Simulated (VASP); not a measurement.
Here is a VASP 6.6.1 calculation.

The input INCAR:

```
ALGO = Normal
EDIFF = 1E-6
ENCUT = 560
GGA_COMPAT = F
ISIF = 2
ISMEAR = -1
LASPH = T
LCHARG = F
LREAL = F
LWAVE = F
NBANDS = 14
NELM = 120
PREC = Accurate
SIGMA = 0.1
```

Contents of KPOINTS:

```
k-points
0
Gamma
  23 23 23
```

File POSCAR:

```
Ir
1.0
    0.0000000000      1.8803315990      1.8803315990
    1.8803315990      0.0000000000      1.8803315990
    1.8803315990      1.8803315990      0.0000000000
Ir
1
Direct
    0.0000000000      0.0000000000      0.0000000000
```

Potentials or basis: VASP PAW LDA potentials, release 64 (Ir_sv_GW).

Launch:

```bash
$ cat potpaw_LDA.64/Ir_sv_GW/POTCAR > POTCAR
$ mpirun -np 1 vasp_std > vasp.out
```

Estimate the pressure.

17.8 GPa.

Predict the band gap on the k mesh.

zero (an odd number of electrons rules out a gap without spin polarisation).

Caveat: the cell stands under pressure; spin-orbit coupling is left out, which moves the levels of the heavy elements.
